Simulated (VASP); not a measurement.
# Li15O8 (a cell with a defect) in VASP: notebook, part 2 of 2

VASP 6.6.1.

### 3 Single point, LDA

Contents of INCAR:

```
PREC     = Accurate       # precision mode
ENCUT    = 520            # plane-wave cutoff, eV
EDIFF    = 1E-6           # SCF threshold, eV
ISMEAR   = -1             # smearing method
SIGMA    = 0.05           # smearing width, eV
LREAL    = Auto         
LASPH    = T              # aspherical terms in the spheres
NELM     = 100            # most SCF steps
ALGO     = Fast           # electronic algorithm
ISIF     = 2              # what is computed and relaxed
LWAVE    = F              # write WAVECAR
LCHARG   = F              # write CHGCAR
GGA      = CA             # functional
NBANDS   = 64             # bands
NELECT   = 94.0
```

Contents of KPOINTS:

```
regular mesh
0
Gamma
  2 2 2
```

Contents of POSCAR:

```
Li15O8
1.0
    0.0000000000      4.7022000000      4.7022000000
    4.7022000000      0.0000000000      4.7022000000
    4.7022000000      4.7022000000      0.0000000000
Li O
15 8
Direct
    0.2042022883      0.0954446855      0.1382969674
    0.1932287015      0.1240908511      0.5536770023
    0.4131576709      0.3767066480      0.8021032708
    0.4351048445      0.4543086215      0.2577623240
    0.5274020671      0.8219237804      0.3539513419
    0.0478286759      0.7242992642      0.5309004296
    0.3736761516      0.9514695249      0.7814214623
    0.6619773723      0.1571498448      0.0764429416
    0.9176555655      0.4000467866      0.2888860533
    0.7298392242      0.0751669431      0.5447981796
    1.1472395900      0.3486559483      0.7002785930
    0.6864233763      0.6563736124      0.0675003190
    1.1422525626      0.7453957722      0.0673514525
    0.7133894773      0.5965505508      0.5806431032
    0.8733146187      1.0395134193      0.7972438433
    0.0638318234      0.0805686700     -0.0785908724
    0.0469248437      0.0105376207      0.4539470886
    0.0359725235      0.4951405725     -0.0796754711
    0.0309642295      0.5174386457      0.4411764706
    0.5970715835     -0.0060078261     -0.0102824210
    0.5136319170      0.0430862150      0.4832844201
    0.5066139254      0.5328782272     -0.0648207222
    0.5977627494      0.5076559908      0.4226106929
```

Potentials or basis: VASP PAW LDA potentials, release 64 (Li_sv, O).

On the command line:

```
> cat potpaw_LDA.64/Li_sv/POTCAR potpaw_LDA.64/O/POTCAR > POTCAR
> mpirun -np 1 vasp_std > vasp.out
```

OUTCAR:

```text
PREC = Accurate
   ENCUT = 520
   EDIFF = 1E-6
   ISMEAR = -1
   LREAL = Auto
   LASPH = T
   NELM = 100
   ISIF = 2
   GGA = CA
   NELECT = 94.0

 ion  position               nearest neighbor table
   1  0.204  0.095  0.138-  17 1.74  16 2.13  20 2.14   9 2.24  18 2.28   3 2.40   7 2.52   5 2.56

   2  0.193  0.124  0.554-  21 1.78   7 1.94  17 1.96  11 1.99  16 2.06  15 2.07  19 2.14   5 2.45
                             9 2.54
[... 747 lines left out ...]
  Total        3.3380707      2.3373937      5.4819249     -2.8237719      1.1403884      0.2849360
  in kB       25.7201102     18.0098116     42.2386835    -21.7573956      8.7867868      2.1954552
  external PRESSURE =      28.6562018 kB  Pullay stress =       0.0000000 kB

 VOLUME and BASIS-vectors are now :
 -----------------------------------------------------------------------------
  energy-cutoff  :      520.00
  volume of cell :      207.94
      direct lattice vectors                 reciprocal lattice vectors
     0.000000000  4.702200000  4.702200000    -0.106333206  0.106333206  0.106333206
     4.702200000  0.000000000  4.702200000     0.106333206 -0.106333206  0.106333206
     4.702200000  4.702200000  0.000000000     0.106333206  0.106333206 -0.106333206

 POSITION                                       TOTAL-FORCE (eV/Angst)
 -----------------------------------------------------------------------------------
      1.09910      1.61050      1.40900        -0.604303     -1.009285      0.231182
      3.18700      3.51210      1.49210        -0.449052     -1.631164      0.025065
      5.54300      5.71440      3.71410         1.113688     -0.023409      0.704337
      3.34830      3.25800      4.18220         0.216977      0.617442     -0.996028
      5.52920      4.14430      6.34480         0.723378     -1.388323      0.280371
      5.90220      2.72130      3.63070         0.151497      0.852568     -0.427170
[... 15 lines left out ...]
      6.90310      6.77960      4.88790         0.491743     -0.241840      0.189346
      4.37430      4.79800      5.19790         0.137616     -0.339888     -1.162256
 -----------------------------------------------------------------------------------
    total drift:                                0.011198     -0.006437     -0.002188

  FREE ENERGIE OF THE ION-ELECTRON SYSTEM (eV)
  ---------------------------------------------------
  free  energy   TOTEN  =      -113.2064917640 eV

  energy  without entropy=     -113.2064917640  energy(sigma->0) =     -113.20649176
```

stdout:

```text
POSCAR found type information on POSCAR LiO
 POSCAR found :  2 types and      23 ions
 scaLAPACK will be used
 LDA part: xc-table for (Slater(with rela. corr.)+CA(PZ))
 , standard interpolation
 POSCAR, INCAR and KPOINTS ok, starting setup
 FFT: planning ... GRIDC
 FFT: planning ... GRID_SOFT
 FFT: planning ... GRID
 WAVECAR not read
 entering main loop
 the old and the new charge density differ
 old charge density:    93.00000 new   94.00000
    0.230E+01
```

It took 4.4 min on 1 thread of Intel Xeon Platinum 8488C (Sapphire Rapids), shared host; peak memory 0.28 GiB.

What came out:

```
Free energy   : -113.2065 eV
Largest force : 2.759 eV/Å
```

Forces on the atoms (eV/Å):
```
Li  -0.604 -1.009  0.231
Li  -0.449 -1.631  0.025
Li   1.114 -0.023  0.704
Li   0.217  0.617 -0.996
Li   0.723 -1.388  0.280
Li   0.151  0.853 -0.427
Li  -0.376  2.629 -0.751
Li   1.640  0.743  0.918
Li  -0.586  0.709  0.731
Li   0.374 -1.106  0.104
Li   1.295 -0.187 -0.747
Li  -1.263 -0.340  0.719
Li  -0.572  0.279 -1.265
Li   0.887  0.959 -0.788
Li  -1.327  0.656  0.538
O   -1.470 -0.455 -1.399
O    1.508  0.559  1.077
O    0.397  0.868  0.917
O   -1.216  0.295  1.175
O    0.329 -1.478 -1.090
O   -1.401 -0.968  1.016
O    0.492 -0.242  0.189
O    0.138 -0.340 -1.162
```

Levels at points of the mesh, in eV from the Fermi level:
```tsv
k point	band 45	band 46	band 47	band 48	band 49	band 50
(0.00, 0.00, 0.00)	-2.25	-1.91	-1.27	1.81	2.19	2.96
(0.50, 0.00, 0.00)	-2.46	-2.16	-1.41	2.76	3.13	3.56
(0.00, 0.50, 0.00)	-2.34	-2.14	-1.42	2.88	3.10	3.63
(0.00, 0.00, 0.50)	-2.60	-1.97	-1.31	2.73	3.05	3.32
(0.50, 0.50, 0.50)	-2.35	-2.22	-1.56	2.80	3.32	3.46
(0.50, 0.50, 0.00)	-2.53	-2.17	-1.66	2.73	2.86	3.84
(0.00, 0.50, 0.50)	-2.66	-2.02	-1.41	2.60	3.27	3.63
(0.50, 0.00, 0.50)	-2.46	-2.33	-1.46	2.93	3.13	3.86
```

Caveat: the k points lie up to 0.58 Å⁻¹ apart; the cell carries a net charge on a neutralising background, which shifts energy and pressure; the cell is charged against a uniform background, so pressure and absolute levels hang on convention; the cutoff is under 1.25 times the usual one of these potentials, so pressure, stress and relaxed cells hold a basis-set (Pulay) error; the atoms stand as in a frame of molecular dynamics.

### 4 Molecular dynamics, LDA

Contents of INCAR:

```
SYSTEM = Li15O8
PREC = Accurate
ENCUT = 520
EDIFF = 1E-5
ISMEAR = -1
SIGMA = 0.05
LREAL = Auto
LASPH = .TRUE.
NELM = 100
ALGO = Fast
ISIF = 2
LWAVE = .FALSE.
LCHARG = .FALSE.
NBANDS = 64
NELECT = 94.0
IBRION = 0
NSW = 40
POTIM = 1.0
TEBEG = 2400.0
TEEND = 2400.0
ISYM = 0
NELMIN = 4
RANDOM_SEED = 965836 0 0
MDALGO = 3
LANGEVIN_GAMMA = 20 20
```

Contents of KPOINTS:

```
regular mesh
0
G
  2 2 2
  0 0 0
```

Contents of POSCAR:

```
Li15O8
1.0
    0.0000000000      4.7022000000      4.7022000000
    4.7022000000      0.0000000000      4.7022000000
    4.7022000000      4.7022000000      0.0000000000
Li O
15 8
Direct
    0.1160646400      0.1325643400      0.1600295400
    0.1328690300      0.1292509000      0.6481138800
    0.4159274600      0.3587084300      0.9646245500
    0.3525653700      0.4577343300      0.3704420000
    0.4331628100      0.9044708900      0.3917037500
    0.1514912800      0.5914239300      0.6907566300
    0.4167160900      0.8964177900      0.8555143700
    0.6292684900      0.1314202100      0.2317420300
    0.8562731300      0.4037934700      0.4405924500
    0.6578456000      0.1305599100      0.6412182400
    0.9041713900      0.3483936200      0.8995902600
    0.6634138900      0.6632820100      0.1246080600
    0.8980914200      0.8265893300      0.3883694500
    0.6481183100      0.6117087200      0.7019558700
    0.8683686500      0.9099664400      0.8539802400
    0.0002412100      0.0086273900      0.0077044900
    0.0085942600      0.0461710600      0.5052337600
   -0.0072426900      0.4815845200      0.0005761400
    0.0246164700      0.4929326000      0.5357606100
    0.5257155600     -0.0065569100      0.0191564100
    0.5353527900     -0.0304040300      0.5333522800
    0.5300985400      0.4651477900      0.0538676900
    0.5361571500      0.5349842600      0.5615655900
```

On the command line:

```
> cat potpaw_LDA.64/Li_sv/POTCAR potpaw_LDA.64/O/POTCAR > POTCAR
> mpirun -np 1 vasp_std > vasp.out
```

Run time: 52 min. Hardware: 1 thread of Intel Xeon 6975P-C (Granite Rapids), shared host; peak memory 0.4 GiB.

Caveat: the k points lie up to 0.58 Å⁻¹ apart; the cell carries a net charge on a neutralising background, which shifts energy and pressure; the cell is charged against a uniform background, so pressure and absolute levels hang on convention; the cutoff is under 1.25 times the usual one of these potentials, so pressure, stress and relaxed cells hold a basis-set (Pulay) error.
